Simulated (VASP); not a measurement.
# SiMo3 (P6_3/mmc) in VASP: further runs

SiMo3 is run at these levels: PBE; tasks: relaxation of cell and atoms, single point.

Program: VASP 6.6.1. These are calculated values, not measurements. Logs are shortened: lines on timing, memory, paths and dates and some standing lists are left out, and cuts for length are marked.

### Step 1. The cell of the first run

Symmetry: P6_3/mmc, No. 194, hexagonal system. Conventional cell: a = 5.535 Å, b = 5.535 Å, c = 4.443 Å, α = 90.00°, β = 90.00°, γ = 120.00°. Si (site symmetry -6m2) has 12 Mo at 2.73 to 2.77 Å within 3.6 Å. Mo (site symmetry mm2) has 4 Si at 2.73 to 2.77 Å and 8 Mo at 2.74 to 2.77 Å within 3.6 Å.

### Step 2. Relaxation of cell and atoms, PBE

The input, INCAR:

```
SYSTEM = SiMo3
PREC = Accurate ; ENCUT = 600
EDIFF = 1E-6 ; ISMEAR = 0
SIGMA = 0.1 ; LREAL = .False.
LASPH = .True. ; NELM = 80
ALGO = Fast ; ISIF = 3
LWAVE = .False. ; LCHARG = .False.
GGA = PE ; IBRION = 2
NSW = 90 ; EDIFFG = -0.04
```

The input, KPOINTS:

```
Automatic mesh
0
Gamma
  6 6 4
  0 0 0
```

The input, POSCAR:

```
SiMo3
1.0
    5.5348535293      0.0000000000      0.0000000000
   -2.7674267646      4.7933237626      0.0000000000
    0.0000000000      0.0000000000      4.4425739426
Si Mo
2 6
Direct
    0.3333333333      0.6666666667      0.2500000000
    0.6666666667      0.3333333333      0.7500000000
    0.8330000000      0.6660000000      0.2500000000
    0.1670000000      0.8330000000      0.7500000000
    0.3340000000      0.1670000000      0.2500000000
    0.1670000000      0.3340000000      0.7500000000
    0.8330000000      0.1670000000      0.2500000000
    0.6660000000      0.8330000000      0.7500000000
```

Potentials or basis: VASP PAW PBE potentials, release 64 (Si, Mo_sv).

Command:

```
> cat potpaw_PBE.64/Si/POTCAR potpaw_PBE.64/Mo_sv/POTCAR > POTCAR
> mpirun -np 1 vasp_std > vasp.out
```

OUTCAR:

```text
SYSTEM = SiMo3
   PREC = Accurate
   ENCUT = 600
   EDIFF = 1E-6
   ISMEAR = 0
   LREAL = .False.
   LASPH = .True.
   NELM = 80
   ISIF = 3
   GGA = PE
   IBRION = 2
   NSW = 90
   EDIFFG = -0.04

 ion  position               nearest neighbor table
   1  0.333  0.667  0.250-   4 2.73   4 2.73   6 2.73   6 2.73   8 2.73   8 2.73   5 2.77   3 2.77
                             7 2.77   7 2.77   5 2.77   3 2.77
   2  0.667  0.333  0.750-   7 2.73   7 2.73   3 2.73   3 2.73   5 2.73   5 2.73   8 2.77   6 2.77
                             4 2.77   4 2.77   8 2.77   6 2.77
   3  0.833  0.666  0.250-   2 2.73   2 2.73   8 2.74   8 2.74   4 2.74   4 2.74   7 2.76   5 2.76
                             1 2.77   1 2.77   7 2.77   5 2.77
   4  0.167  0.833  0.750-   1 2.73   1 2.73   5 2.74   5 2.74   3 2.74   3 2.74   6 2.76   8 2.76
                             2 2.77   2 2.77   6 2.77   8 2.77
   5  0.334  0.167  0.250-   2 2.73   2 2.73   6 2.74   6 2.74   4 2.74   4 2.74   7 2.76   3 2.76
                             1 2.77   1 2.77   7 2.77   3 2.77
   6  0.167  0.334  0.750-   1 2.73   1 2.73   5 2.74   5 2.74   7 2.74   7 2.74   4 2.76   8 2.76
                             2 2.77   2 2.77   4 2.77   8 2.77
   7  0.833  0.167  0.250-   2 2.73   2 2.73   8 2.74   8 2.74   6 2.74   6 2.74   3 2.76   5 2.76
                             1 2.77   1 2.77   3 2.77   5 2.77
   8  0.666  0.833  0.750-   1 2.73   1 2.73   3 2.74   3 2.74   7 2.74   7 2.74   4 2.76   6 2.76
                             2 2.77   2 2.77   4 2.77   6 2.77

  LATTYP: Found a hexagonal cell.
 ALAT       =     5.5348535293
 C/A-ratio  =     0.8026542923

  Lattice vectors:

 A1 = (   5.5348535293,   0.0000000000,   0.0000000000)
 A2 = (  -2.7674267646,   4.7933237626,   0.0000000000)
 A3 = (   0.0000000000,   0.0000000000,   4.4425739426)

Analysis of symmetry for initial positions (statically):
=====================================================================
 Subroutine PRICEL returns:
 Original cell was already a primitive cell.

 Routine SETGRP: Setting up the symmetry group for a
 hexagonal supercell.

 Subroutine GETGRP returns: Found 24 space group operations
 (whereof 12 operations were pure point group operations)
 out of a pool of 24 trial point group operations.

The static configuration has the point symmetry D_3d.
 The point group associated with its full space group is D_6h.

Analysis of symmetry for dynamics (positions and initial velocities):
=====================================================================
 Subroutine PRICEL returns:
 Original cell was already a primitive cell.

 Routine SETGRP: Setting up the symmetry group for a
 hexagonal supercell.

 Subroutine GETGRP returns: Found 24 space group operations
 (whereof 12 operations were pure point group operations)
 out of a pool of 24 trial point group operations.

The dynamic configuration has the point symmetry D_3d.
 The point group associated with its full space group is D_6h.

 Subroutine INISYM returns: Found 24 space group operations
 (whereof 12 operations are pure point group operations),
 and found     1 'primitive' translations

----------------------------------------------------------------------------------------

                                     Primitive cell

  volume of cell :     117.8630

  direct lattice vectors                    reciprocal lattice vectors
     5.534853529  0.000000000  0.000000000     0.180673254  0.104311752  0.000000000
    -2.767426765  4.793323763  0.000000000     0.000000000  0.208623504  0.000000000
     0.000000000  0.000000000  4.442573943     0.000000000  0.000000000  0.225094734

  length of vectors
     5.534853529  5.534853529  4.442573943     0.208623504  0.208623504  0.225094734

  position of ions in fractional coordinates (direct lattice)
     0.333333333  0.666666667  0.250000000
     0.666666667  0.333333333  0.750000000
     0.833000000  0.666000000  0.250000000
     0.167000000  0.833000000  0.750000000
     0.334000000  0.167000000  0.250000000
     0.167000000  0.334000000  0.750000000
     0.833000000  0.167000000  0.250000000
     0.666000000  0.833000000  0.750000000

  ion indices of the primitive-cell ions
   primitive index   ion index
                 1           1
                 2           2
                 3           3
                 4           4
                 5           5
                 6           6
                 7           7
                 8           8

----------------------------------------------------------------------------------------

 KPOINTS: Automatic mesh

Automatic generation of k-mesh.
 Grid dimensions read from file:
 generate k-points for:    6    6    4

 Generating k-lattice:

  Cartesian coordinates                     Fractional coordinates (reciprocal lattice)
     0.030112209  0.017385292  0.000000000     0.166666667  0.000000000  0.000000000
     0.000000000  0.034770584  0.000000000     0.000000000  0.166666667  0.000000000
     0.000000000  0.000000000  0.056273684     0.000000000  0.000000000  0.250000000

  Length of vectors
     0.034770584  0.034770584  0.056273684

  Shift w.r.t. Gamma in fractional coordinates (k-lattice)
     0.000000000  0.000000000  0.000000000

 Subroutine IBZKPT returns following result:
 ===========================================

 Found     21 irreducible k-points:

 Following reciprocal coordinates:
            Coordinates               Weight
  0.000000  0.000000  0.000000      1.000000
  0.166667  0.000000  0.000000      6.000000
  0.333333  0.000000  0.000000      6.000000
  0.500000  0.000000  0.000000      3.000000
  0.166667  0.166667  0.000000      6.000000
  0.333333  0.166667  0.000000     12.000000
[... 13 lines left out ...]
  0.333333  0.166667  0.500000     12.000000
  0.333333  0.333333  0.500000      2.000000
   k-points           NKPTS =     21   k-points in BZ     NKDIM =     21   number of bands    NBANDS=     55
   number of dos      NEDOS =    301   number of ions     NIONS =      8
   total plane-waves  NPLWV =  82944
   dimension x,y,z NGX =    48 NGY =   48 NGZ =   36
   dimension x,y,z NGXF=    96 NGYF=   96 NGZF=   72
   ions per type =               2   6
   NGX,Y,Z   is equivalent  to a cutoff of  14.42, 14.42, 13.47 a.u.
   NGXF,Y,Z  is equivalent  to a cutoff of  28.83, 28.83, 26.94 a.u.
 SYSTEM =  SiMo3
   PREC   = accura    normal or accurate (medium, high low for compatibility)
   ISTART =      0    job   : 0-new  1-cont  2-samecut
   ICHARG =      2    charge: 1-file 2-atom 10-const
   ISPIN  =      1    spin polarized calculation?
   LNONCOLLINEAR =      F non collinear calculations
   LSORBIT =      F    spin-orbit coupling
   LASPH  =      T    aspherical Exc in radial PAW
   ENCUT  =  600.0 eV  44.10 Ry    6.64 a.u.  11.05 11.05  8.87*2*pi/ulx,y,z
   NELM   =     80;   NELMIN=  2; NELMDL= -5     # of ELM steps
   EDIFF  = 0.1E-05   stopping-criterion for ELM
   LREAL  =      F    real-space projection
   EDIFFG = -.4E-01   stopping-criterion for IOM
   NSW    =     90    number of steps for IOM
   IBRION =      2    ionic relax: 0-MD 1-quasi-New 2-CG
   NFREE  =      1    steps in history (QN), initial steepest desc. (CG)
   ISIF   =      3    stress and relaxation
   ISYM   =      2    0-nonsym 1-usesym 2-fastsym
   POTIM  = 0.5000    time-step for ionic-motion
   TEBEG  =    0.0;   TEEND  =   0.0 temperature during run
   PSTRESS=    0.0 pullay stress
   NELECT =      92.0000    total number of electrons
   NUPDOWN=      -1.0000    fix difference up-down
   EMIN   =  10.00;   EMAX   =-10.00  energy-range for DOS
   EFERMI =   0.00;   METHOD = LEGACY
   ISMEAR =     0;   SIGMA  =   0.10  broadening in eV -4-tet -1-fermi 0-gaus
   EFERMI_NEDOS =   21; number of points for ismear=-14 and -15
   IALGO  =     68    algorithm
   IMIX   =      4    mixing-type and parameters
     AMIX     =   0.40;   BMIX     =  1.00
     AMIX_MAG =   1.60;   BMIX_MAG =  1.00
  volume/ion in A,a.u.               =      14.73        99.42
  Fermi-wavevector in a.u.,A,eV,Ry     =   1.507341  2.848462 30.913493  2.272078
  Thomas-Fermi vector in A             =   2.617940
   LORBIT       =      0    0 simple, 1 ext, 2 COOP (PROOUT), +10 PAW based schemes
   GGA     = PE    functional components
   LHFCALC =     F    Hartree Fock is set to
   AEXX    =    0.0000 exact exchange contribution
   IVDW    =     0    specifies the selected vdW correction
   LEPSILON=     F    determine dielectric tensor
   LRPA    =     F    only Hartree local field effects (RPA)
 conjugate gradient relaxation of ions
 non-spin polarized calculation
 RMM-DIIS sequential band-by-band and
 Gauss-broadening in eV      SIGMA  =   0.10
  energy-cutoff  :      600.00
  volume of cell :      117.86
 maximum number of plane-waves:      3957
 NGX is ok and might be reduce to    48
   NGX = 23   NGY = 23   NGZ = 17

--------------------------------------- Ionic step        1  -------------------------------------------

 number of electron      91.9999991 magnetization

 Free energy of the ion-electron system (eV)
  ---------------------------------------------------
  ext. energy  EPLUGINS =         0.00000000
  ---------------------------------------------------
  free energy    TOTEN  =       -76.80747358 eV

  energy without entropy =      -76.78552207  energy(sigma->0) =      -76.79649783

------------------------ aborting loop because EDIFF is reached ----------------------------------------

  FORCE on cell =-STRESS in cart. coord.  units (eV):
  Direction    XX          YY          ZZ          XY          YZ          ZX
  --------------------------------------------------------------------------------------
  -------------------------------------------------------------------------------------
  Total       -0.3931367     -0.3931367     11.6298104     -0.0000000      0.0000000      0.0000000
  in kB       -5.3441245     -5.3441245    158.0904572     -0.0000000      0.0000000      0.0000000
  external PRESSURE =      49.1340694 kB  Pullay stress =       0.0000000 kB
[... 321 lines left out ...]
  energy  without entropy=      -77.1106157656  energy(sigma->0) =      -77.12088846

--------------------------------------- Ionic step        9  -------------------------------------------

 number of electron      91.9999998 magnetization

 Free energy of the ion-electron system (eV)
  ---------------------------------------------------
  ext. energy  EPLUGINS =         0.00000000
  ---------------------------------------------------
  free energy    TOTEN  =       -77.13122793 eV

  energy without entropy =      -77.11046594  energy(sigma->0) =      -77.12084694

 E-fermi :  12.1799     XC(G=0): -12.9751

 val. band max:       12.1312959889   @ k =   0.3333   0.3333   0.5000
 cond. band min:      12.2078582516   @ k =   0.3333   0.3333   0.2500
 fundamental gap:      0.0765622627
 Fermi energy:        12.1798839699

 k-point     1 :       0.0000    0.0000    0.0000
  band No.  band energies     occupation
      1     -48.7288      2.00000
      2     -48.5751      2.00000
      3     -48.5043      2.00000
      4     -48.5043      2.00000
      5     -48.4307      2.00000
      6     -48.4307      2.00000
[... 1242 lines left out ...]
  FREE ENERGIE OF THE ION-ELECTRON SYSTEM (eV)
  ---------------------------------------------------
  free  energy   TOTEN  =       -77.1312279349 eV

  energy  without entropy=      -77.1104659424  energy(sigma->0) =      -77.12084694

 reached required accuracy - stopping structural energy minimisation
```

Run time: 38 min. Hardware: 1 thread of Oxide Virtual Turin-like, shared host; peak memory 0.34 GiB.

Results:

- Free energy: -77.1312 eV
- Relaxed volume: 14.98 Å³/atom
- Relaxed cell: a = 5.421 Å, b = 5.421 Å, c = 4.706 Å, α = 90.00°, β = 90.00°, γ = 120.00°
- Space group after relaxing (to 0.1 Å): P6_3/mmc (No. 194)
- Energy gained by relaxing: 40.5 meV/atom
- Ionic steps: 9
- Pressure after relaxing: 0.4 GPa
- Largest force after relaxing: 0.005 eV/Å
- Band gap on the k mesh: zero (bands 46 and 47 overlap by 1.13 eV)

Forces in eV/Å, atoms in the order of the input:
```
Si   0.000  0.000  0.000
Si   0.000  0.000  0.000
Mo   0.000  0.005  0.000
Mo  -0.004  0.003  0.000
Mo  -0.004 -0.003  0.000
Mo   0.000 -0.005  0.000
Mo   0.004 -0.003  0.000
Mo   0.004  0.003  0.000
```

Stress tensor (GPa, compression positive):
```
0.43 0.00 0.00
0.00 0.43 0.00
0.00 0.00 0.31
```

Step by step:
| step | energy change (eV) | largest force (eV/Å) | pressure (GPa) | volume (Å³) |
| --- | --- | --- | --- | --- |
| 1 | 0.0000 | 0.1909 | 4.91 | 117.86 |
| 2 | -0.1468 | 0.0130 | -9.65 | 125.53 |
| 3 | -0.2338 | 0.0956 | -4.64 | 122.47 |
| 4 | -0.2659 | 0.3835 | 4.55 | 118.03 |
| 5 | -0.3191 | 0.1492 | 0.20 | 119.95 |
| 6 | -0.3191 | 0.1548 | 0.31 | 119.90 |
| 7 | -0.3234 | 0.0612 | -0.08 | 120.06 |
| 8 | -0.3237 | 0.0278 | -0.23 | 120.12 |
| 9 | -0.3238 | 0.0050 | 0.39 | 119.80 |

Final structure:
```yaml
crystal:
  lattice:
    - [5.42149, 0.00000, 0.00000]
    - [-2.71075, 4.69515, 0.00000]
    - [0.00000, 0.00000, 4.70648]
  atoms:
    - { symbol: Si, position: [0.33333, 0.66667, 0.25000] }
    - { symbol: Si, position: [0.66667, 0.33333, 0.75000] }
    - { symbol: Mo, position: [0.83299, 0.66599, 0.25000] }
    - { symbol: Mo, position: [0.16701, 0.83299, 0.75000] }
    - { symbol: Mo, position: [0.33401, 0.16701, 0.25000] }
    - { symbol: Mo, position: [0.16701, 0.33401, 0.75000] }
    - { symbol: Mo, position: [0.83299, 0.16701, 0.25000] }
    - { symbol: Mo, position: [0.66599, 0.83299, 0.75000] }
```

### Step 3. Single point, PBE

This run uses another cell than the first one, of 14.97 Å³/atom.

The input, INCAR:

```
SYSTEM = SiMo3
PREC = Accurate
ENCUT = 520
EDIFF = 1E-6
ISMEAR = 0
SIGMA = 0.1
LREAL = .FALSE.
LASPH = .TRUE.
NELM = 60
ALGO = Fast
ISIF = 2
LWAVE = .FALSE.
LCHARG = .FALSE.
GGA = PE
NBANDS = 56
```

The input, KPOINTS:

```
regular mesh
0
G
  12 12 8
  0 0 0
```

The input, POSCAR:

```
SiMo3
1.0
    5.4205160494      0.0000000000      0.0000000000
   -2.7102580247      4.6943046004      0.0000000000
    0.0000000000      0.0000000000      4.7073600620
Si Mo
2 6
Direct
    0.3333333333      0.6666666667      0.2500000000
    0.6666666667      0.3333333333      0.7500000000
    0.8326769102      0.6653538203      0.2500000000
    0.1673230898      0.8326769102      0.7500000000
    0.3346461797      0.1673230898      0.2500000000
    0.1673230898      0.3346461797      0.7500000000
    0.8326769102      0.1673230898      0.2500000000
    0.6653538203      0.8326769102      0.7500000000
```

Potentials or basis: VASP PAW PBE potentials, release 64 (Si, Mo_sv).

Command:

```
> cat potpaw_PBE.64/Si/POTCAR potpaw_PBE.64/Mo_sv/POTCAR > POTCAR
> mpirun -np 1 vasp_std > vasp.out
```

Run time: 18 min. Hardware: 1 thread of Oxide Virtual Turin-like, shared host; peak memory 0.51 GiB.

The run converged. Its results:

* Free energy: -77.1428 eV
* Pressure: 0.4 GPa
* Band gap on the k mesh: zero (bands 46 and 47 overlap by 1.17 eV)

Levels at points of the mesh, in eV from the Fermi level:
```
           k point  band 43  band 44  band 45  band 46  band 47  band 48  band 49  band 50
(0.00, 0.00, 0.00)    -0.98    -0.98    -0.74     0.84     0.84     1.16     1.16     1.47
(0.50, 0.00, 0.00)    -0.87    -0.52    -0.26    -0.25    -0.17     0.19     0.95     1.23
(0.00, 0.00, 0.50)    -1.23    -1.23     0.64     0.64     0.64     0.64     1.14     1.14
(0.50, 0.00, 0.50)    -1.12    -1.12    -0.29    -0.29     0.30     0.30     0.76     0.76
```

The gap in the log of VASP goes by the Fermi energy; the results here count the filled bands.